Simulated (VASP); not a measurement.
# Zr (P6_3/mmc) in VASP: notebook, part 2 of 2

VASP 6.6.1. The steps go on from the part before.

### Step 3. Relaxation of cell and atoms, PBEsol

This run uses another cell than the first one, of 23.50 Å³/atom.

INCAR reads:

```
SYSTEM = Zr
ALGO = Fast ; EDIFF = 1E-6
EDIFFG = -0.005 ; ENCUT = 600
GGA = PS ; IBRION = 2
ISIF = 3 ; ISMEAR = 0
LASPH = .True. ; LCHARG = .False.
LREAL = .False. ; LWAVE = .False.
NELM = 100 ; NSW = 100
PREC = Accurate ; SIGMA = 0.1
```

KPOINTS reads:

```
k-points
0
Gamma
  15 15 8
  0 0 0
```

POSCAR reads:

```
Zr
1.0
    3.2392314131      0.0000000000      0.0000000000
   -1.6196157065      2.8052566925      0.0000000000
    0.0000000000      0.0000000000      5.1722200000
Zr
2
Direct
    0.3333333300      0.6666666700      0.2500000000
    0.6666666700      0.3333333300      0.7500000000
```

Potentials or basis: VASP PAW PBE potentials, release 64 (Zr_sv).

On the command line:

```bash
$ cat potpaw_PBE.64/Zr_sv/POTCAR > POTCAR
$ mpirun -np 1 vasp_std > vasp.out
```

OUTCAR:

```text
SYSTEM = Zr
   EDIFF = 1E-6
   EDIFFG = -0.005
   ENCUT = 600
   GGA = PS
   IBRION = 2
   ISIF = 3
   ISMEAR = 0
   LASPH = .True.
   LREAL = .False.
   NELM = 100
   NSW = 100
   PREC = Accurate

 ion  position               nearest neighbor table
   1  0.333  0.667  0.250-   2 3.19   2 3.19   2 3.19   2 3.19   2 3.19   2 3.19
   2  0.667  0.333  0.750-   1 3.19   1 3.19   1 3.19   1 3.19   1 3.19   1 3.19

  LATTYP: Found a hexagonal cell.
 ALAT       =     3.2392314131
 C/A-ratio  =     1.5967429740

  Lattice vectors:

 A1 = (   3.2392314131,   0.0000000000,   0.0000000000)
 A2 = (  -1.6196157065,   2.8052566925,   0.0000000000)
 A3 = (   0.0000000000,   0.0000000000,   5.1722200000)

Analysis of symmetry for initial positions (statically):
=====================================================================
 Subroutine PRICEL returns:
 Original cell was already a primitive cell.

 Routine SETGRP: Setting up the symmetry group for a
 hexagonal supercell.

 Subroutine GETGRP returns: Found 24 space group operations
 (whereof 12 operations were pure point group operations)
 out of a pool of 24 trial point group operations.

The static configuration has the point symmetry D_3d.
 The point group associated with its full space group is D_6h.

Analysis of symmetry for dynamics (positions and initial velocities):
=====================================================================
 Subroutine PRICEL returns:
 Original cell was already a primitive cell.

 Routine SETGRP: Setting up the symmetry group for a
 hexagonal supercell.

 Subroutine GETGRP returns: Found 24 space group operations
 (whereof 12 operations were pure point group operations)
 out of a pool of 24 trial point group operations.

The dynamic configuration has the point symmetry D_3d.
 The point group associated with its full space group is D_6h.

 Subroutine INISYM returns: Found 24 space group operations
 (whereof 12 operations are pure point group operations),
 and found     1 'primitive' translations

----------------------------------------------------------------------------------------

                                     Primitive cell

  volume of cell :      46.9993

  direct lattice vectors                    reciprocal lattice vectors
     3.239231413  0.000000000  0.000000000     0.308715208  0.178236809  0.000000000
    -1.619615707  2.805256692  0.000000000     0.000000000  0.356473617  0.000000000
     0.000000000  0.000000000  5.172220000     0.000000000  0.000000000  0.193340577

  length of vectors
     3.239231413  3.239231413  5.172220000     0.356473617  0.356473617  0.193340577

  position of ions in fractional coordinates (direct lattice)
     0.333333330  0.666666670  0.250000000
     0.666666670  0.333333330  0.750000000

  ion indices of the primitive-cell ions
   primitive index   ion index
                 1           1
                 2           2

----------------------------------------------------------------------------------------

 KPOINTS: k-points

Automatic generation of k-mesh.
 Grid dimensions read from file:
 generate k-points for:   15   15    8

[... 60 lines left out ...]
   LASPH  =      T    aspherical Exc in radial PAW
   ENCUT  =  600.0 eV  44.10 Ry    6.64 a.u.   6.47  6.47 10.33*2*pi/ulx,y,z
   NELM   =    100;   NELMIN=  2; NELMDL= -5     # of ELM steps
   EDIFF  = 0.1E-05   stopping-criterion for ELM
   LREAL  =      F    real-space projection
   EDIFFG = -.5E-02   stopping-criterion for IOM
   NSW    =    100    number of steps for IOM
   IBRION =      2    ionic relax: 0-MD 1-quasi-New 2-CG
   NFREE  =      1    steps in history (QN), initial steepest desc. (CG)
   ISIF   =      3    stress and relaxation
   ISYM   =      2    0-nonsym 1-usesym 2-fastsym
   POTIM  = 0.5000    time-step for ionic-motion
   TEBEG  =    0.0;   TEEND  =   0.0 temperature during run
   PSTRESS=    0.0 pullay stress
   NELECT =      24.0000    total number of electrons
   NUPDOWN=      -1.0000    fix difference up-down
   EMIN   =  10.00;   EMAX   =-10.00  energy-range for DOS
   EFERMI =   0.00;   METHOD = LEGACY
   ISMEAR =     0;   SIGMA  =   0.10  broadening in eV -4-tet -1-fermi 0-gaus
   EFERMI_NEDOS =   21; number of points for ismear=-14 and -15
   IALGO  =     68    algorithm
   IMIX   =      4    mixing-type and parameters
     AMIX     =   0.40;   BMIX     =  1.00
     AMIX_MAG =   1.60;   BMIX_MAG =  1.00
  volume/ion in A,a.u.               =      23.50       158.58
  Fermi-wavevector in a.u.,A,eV,Ry     =   1.308523  2.472750 23.296340  1.712233
  Thomas-Fermi vector in A             =   2.439184
   LORBIT       =      0    0 simple, 1 ext, 2 COOP (PROOUT), +10 PAW based schemes
   GGA     = PS    functional components
   LHFCALC =     F    Hartree Fock is set to
   AEXX    =    0.0000 exact exchange contribution
   IVDW    =     0    specifies the selected vdW correction
   LEPSILON=     F    determine dielectric tensor
   LRPA    =     F    only Hartree local field effects (RPA)
 conjugate gradient relaxation of ions
 non-spin polarized calculation
 RMM-DIIS sequential band-by-band and
 Gauss-broadening in eV      SIGMA  =   0.10
  energy-cutoff  :      600.00
  volume of cell :       47.00
 maximum number of plane-waves:      1592
 NGX is ok and might be reduce to    28
   NGX = 13   NGY = 13   NGZ = 21

--------------------------------------- Ionic step        1  -------------------------------------------

 number of electron      24.0000000 magnetization

 Free energy of the ion-electron system (eV)
  ---------------------------------------------------
  ext. energy  EPLUGINS =         0.00000000
  ---------------------------------------------------
  free energy    TOTEN  =       -18.14167801 eV

  energy without entropy =      -18.13153633  energy(sigma->0) =      -18.13660717

------------------------ aborting loop because EDIFF is reached ----------------------------------------

  FORCE on cell =-STRESS in cart. coord.  units (eV):
  Direction    XX          YY          ZZ          XY          YZ          ZX
  --------------------------------------------------------------------------------------
  -------------------------------------------------------------------------------------
  Total       -1.2131928     -1.2131928     -1.1695239     -0.0000000     -0.0000000      0.0000000
  in kB      -41.3569826    -41.3569826    -39.8683350     -0.0000000     -0.0000000      0.0000000
  external PRESSURE =     -40.8607667 kB  Pullay stress =       0.0000000 kB
[... 89 lines left out ...]
  FREE ENERGIE OF THE ION-ELECTRON SYSTEM (eV)
  ---------------------------------------------------
  free  energy   TOTEN  =       -18.1683595416 eV

  energy  without entropy=      -18.1581712082  energy(sigma->0) =      -18.16326537

[... ionic steps 4 to 7 ...]

--------------------------------------- Ionic step        8  -------------------------------------------

 number of electron      24.0000000 magnetization

------------------------ aborting loop because EDIFF is reached ----------------------------------------
[... 67 lines left out ...]
--------------------------------------- Ionic step       10  -------------------------------------------

 number of electron      24.0000000 magnetization

 Free energy of the ion-electron system (eV)
  ---------------------------------------------------
  ext. energy  EPLUGINS =         0.00000000
  ---------------------------------------------------
  free energy    TOTEN  =       -18.16869585 eV

  energy without entropy =      -18.15847536  energy(sigma->0) =      -18.16358560

 E-fermi :   9.2759     XC(G=0): -11.3631

 val. band max:        9.2750252176   @ k =   0.3333   0.3333   0.5000
 cond. band min:       9.2803644503   @ k =   0.2000   0.1333   0.3750
 fundamental gap:      0.0053392327
 Fermi energy:         9.2758752650

 k-point     1 :       0.0000    0.0000    0.0000
  band No.  band energies     occupation
      1     -39.4084      2.00000
      2     -39.2339      2.00000
      3     -18.0185      2.00000
      4     -17.0382      2.00000
      5     -17.0382      2.00000
      6     -16.9010      2.00000
[... 433 lines left out ...]
      3     -17.7605      2.00000
      4     -17.5774      2.00000
      5     -17.4558      2.00000
      6     -17.4268      2.00000
[... 8 lines left out ...]
     15      10.8998      0.00000
     16      13.6189      0.00000

 [... further k-points ...]

------------------------ aborting loop because EDIFF is reached ----------------------------------------

  FORCE on cell =-STRESS in cart. coord.  units (eV):
  Direction    XX          YY          ZZ          XY          YZ          ZX
  --------------------------------------------------------------------------------------
  -------------------------------------------------------------------------------------
  Total       -0.0059431     -0.0059431     -0.0005274     -0.0000000      0.0000000      0.0000000
  in kB       -0.2117769     -0.2117769     -0.0187918     -0.0000000      0.0000000      0.0000000
  external PRESSURE =      -0.1474485 kB  Pullay stress =       0.0000000 kB
[... 17 lines left out ...]
  FREE ENERGIE OF THE ION-ELECTRON SYSTEM (eV)
  ---------------------------------------------------
  free  energy   TOTEN  =       -18.1686958490 eV

  energy  without entropy=      -18.1584753570  energy(sigma->0) =      -18.16358560

 reached required accuracy - stopping structural energy minimisation
```

OSZICAR:

```text
N       E                     dE             d eps       ncg     rms          rms(c)
DAV:   1     0.236969390977E+03    0.23697E+03   -0.14601E+04  4320   0.165E+03
DAV:   2    -0.374710523052E+01   -0.24072E+03   -0.23860E+03  5480   0.436E+02
DAV:   3    -0.186591339864E+02   -0.14912E+02   -0.14769E+02  8024   0.838E+01
[... 107 lines left out ...]
   9 F= -.18168695E+02 E0= -.18163584E+02  d E =-.359194E-05
       N       E                     dE             d eps       ncg     rms          rms(c)
DAV:   1    -0.181687002641E+02   -0.56130E-05   -0.10885E-04  5920   0.106E-01    0.203E-02
RMM:   2    -0.181686964120E+02    0.38521E-05   -0.87698E-06  4654   0.295E-02    0.664E-03
RMM:   3    -0.181686958490E+02    0.56301E-06   -0.64600E-06  3831   0.202E-02
  10 F= -.18168696E+02 E0= -.18163586E+02  d E =-.465552E-05
```

Run time: 6.2 min. Hardware: 1 thread of Intel Xeon 6975P-C (Granite Rapids), shared host; peak memory 0.27 GiB.

Results:

- Free energy: -18.1687 eV
- Relaxed volume: 22.48 Å³/atom
- Relaxed cell: a = 3.185 Å, b = 3.185 Å, c = 5.118 Å, α = 90.00°, β = 90.00°, γ = 120.00°
- Space group after relaxing (to 0.1 Å): P6_3/mmc (No. 194)
- Energy gained by relaxing: 13.5 meV/atom
- Ionic steps: 10
- Pressure after relaxing: 0.0 GPa
- Band gap on the k mesh: zero (bands 12 and 13 overlap by 1.30 eV)

Step by step:
```
step  energy change (eV)  largest force (eV/Å)  pressure (GPa)  volume (Å³)
   1              0.0000                0.0000           -4.09        47.00
   2              0.0008                0.0000            4.70        43.04
   3             -0.0267                0.0000           -0.05        44.99
   4             -0.0267                0.0000            0.10        44.95
   5             -0.0270                0.0000            0.06        44.93
   6             -0.0270                0.0000            0.06        44.92
   7             -0.0270                0.0000            0.07        44.93
   8             -0.0270                0.0000           -0.10        44.99
   9             -0.0270                0.0000            0.03        44.96
  10             -0.0270                0.0000           -0.01        44.96
```

Final structure:
```yaml
crystal:
  lattice:
    - [3.18490, 0.00000, 0.00000]
    - [-1.59245, 2.75821, 0.00000]
    - [0.00000, 0.00000, 5.11828]
  atoms:
    - { symbol: Zr, position: [0.33333, 0.66667, 0.25000] }
    - { symbol: Zr, position: [0.66667, 0.33333, 0.75000] }
```

Caveat: the PAW data sets were made with another functional, which shifts forces and pressure a little.
